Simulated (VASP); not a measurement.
Set up this calculation in VASP 6.6.1, as the native input.

* Task: single point
* Functional: PBE
* Dispersion: D3(BJ)
* Potentials or basis: VASP PAW PBE potentials, release 64 (Li_sv)
* Cutoff: 520 eV
* k mesh: 4 × 4 × 4
* Occupations: gaussian, width 0.1 eV
* Spin: no spin polarisation
* Dipole correction: no
* Further INCAR settings: LREAL = Auto; ALGO = Normal; EDIFF = 1e-06; NBANDS = 52

The structure of Li (a cell with a defect) lies in POSCAR:

```
Li
1.0
   -6.6501031448      3.3250515724     -3.3250515724
   -3.3250515724     -3.3250515724     -6.6501031448
   -6.6501031448     -3.3250515724      3.3250515724
Li
23
Direct
    0.9238050828      0.6666666667      0.3048601597
    0.4326439574      0.6666666667      0.7325227456
    0.5241817094      0.6666666667      0.3468594292
    0.6595282505      0.6666666667     -0.0548601597
    0.0591516239      0.6666666667      0.9031405708
    0.1506893760      0.6666666667      0.5174772544
    0.2916666667      0.6666666667      0.1250000000
    0.7072107090      0.2948651565      0.8672210633
    0.8248867305      0.3819287913      0.5067778091
    0.9376319640      0.3747360720      0.1250000000
    0.4641084625      0.3217830750      0.6250000000
    0.5902784249      0.3222942036      0.2372290392
    0.0431844782      0.3819287913      0.7432221909
    0.2479241345      0.2948651565      0.3827789367
    0.3374273715      0.3222942036      0.0127709608
    0.7584466028     -0.0485954580      0.7432221909
    0.8761226243      0.0384681769      0.3827789367
    0.3354091988      0.0384681769      0.8672210633
    0.5401488552     -0.0485954580      0.5067778091
    0.6457013693     -0.0414027386      0.1250000000
    0.1192248708      0.0115502583      0.6250000000
    0.2459059618      0.0110391297      0.2372290392
   -0.0069450916      0.0110391297      0.0127709608
```

This cell differs from its parent crystal: atoms taken out, then relaxed in part.

One way to write it, as run:

INCAR

```
SYSTEM = Li
  PREC = Accurate
  ENCUT = 520
  EDIFF = 1E-6
  ISMEAR = 0
  SIGMA = 0.1
  LREAL = Auto
  LASPH = .True.
  NELM = 80
  ALGO = Normal
  ISIF = 2
  LWAVE = .False.
  LCHARG = .True.
  GGA = PE
  IVDW = 12
  LELF = .True.
  LVHAR = .True.
  NBANDS = 52
```

KPOINTS

```
Automatic mesh
0
Gamma
  4 4 4
  0 0 0
```

Potentials or basis: VASP PAW PBE potentials, release 64 (Li_sv).

Run with:

```console
$ cat potpaw_PBE.64/Li_sv/POTCAR > POTCAR
$ mpirun -np 1 vasp_std > vasp.out
```

Results of the run:

- Largest force: 0.006 eV/Å
- Band gap on the k mesh: zero (an odd number of electrons rules out a gap without spin polarisation)
- Dispersion energy per atom: -0.179 eV

Caveat: the cell differs from its parent crystal (atoms taken out, then relaxed in part).

Run time: 26 min on 1 thread of Intel Xeon 8259CL (shared host), peak memory 0.74 GiB.
